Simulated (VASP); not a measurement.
Set up this calculation in VASP 6.6.1, as the native input.

```
Task                   : single point
Functional             : PBEsol
Potentials or basis    : VASP PAW PBE potentials, release 64 (Al, Cu)
Cutoff                 : 520 eV
k mesh                 : 14 × 14 × 14
Occupations            : gaussian, width 0.15 eV
Spin                   : no spin polarisation
Dipole correction      : no
Further INCAR settings : ALGO = Fast; EDIFF = 1e-06; NBANDS = 26
```

The structure of AlCu3 lies in POSCAR:

```
AlCu3
1.0
    0.0000000000      2.8834704780      2.8834704780
    2.8834704780      0.0000000000      2.8834704780
    2.8834704780      2.8834704780      0.0000000000
Al Cu
1 3
Direct
   -0.0260103235      0.0260103235      0.0260103235
    0.4983659291      0.5016340709      0.5016340709
    0.2563390081      0.2436609919      0.2436609919
    0.7563390081      0.7436609919      0.7436609919
```

This cell differs from its parent crystal: atoms displaced along a vibrational mode.

One way to write it, as run:

INCAR

```
PREC     = Accurate       # precision mode
ENCUT    = 520            # plane-wave cutoff, eV
EDIFF    = 1E-6           # SCF threshold, eV
ISMEAR   = 0              # smearing method
SIGMA    = 0.15           # smearing width, eV
LREAL    = False          # projectors in reciprocal space
LASPH    = True           # aspherical terms in the spheres
NELM     = 100            # most SCF steps
ALGO     = Fast           # electronic algorithm
ISIF     = 2              # what is computed and relaxed
LWAVE    = False          # write WAVECAR
LCHARG   = True           # write CHGCAR
GGA      = PS             # functional
LELF     = True           # ELF
LVHAR    = True         
NBANDS   = 26             # bands
```

KPOINTS

```
regular mesh
0
Gamma
  14 14 14
```

Potentials or basis: VASP PAW PBE potentials, release 64 (Al, Cu).

Command:

```sh
$ cat potpaw_PBE.64/Al/POTCAR potpaw_PBE.64/Cu/POTCAR > POTCAR
$ mpirun -np 1 vasp_std > vasp.out
```

Results of the run:

```json
{
 "Pressure": "2.0 GPa",
 "Largest force": "1.326 eV/Å",
 "Band gap on the k mesh": "zero (bands 18 and 19 overlap by 5.61 eV)"
}
```

Caveat: the cell differs from its parent crystal (atoms displaced along a vibrational mode); the PAW data sets were made with another functional, which shifts forces and pressure a little.

Run time: 3 min on 1 thread of Intel(R) Xeon(R) 6975P-C (Granite Rapids), with other jobs on the host, peak memory 0.35 GiB.
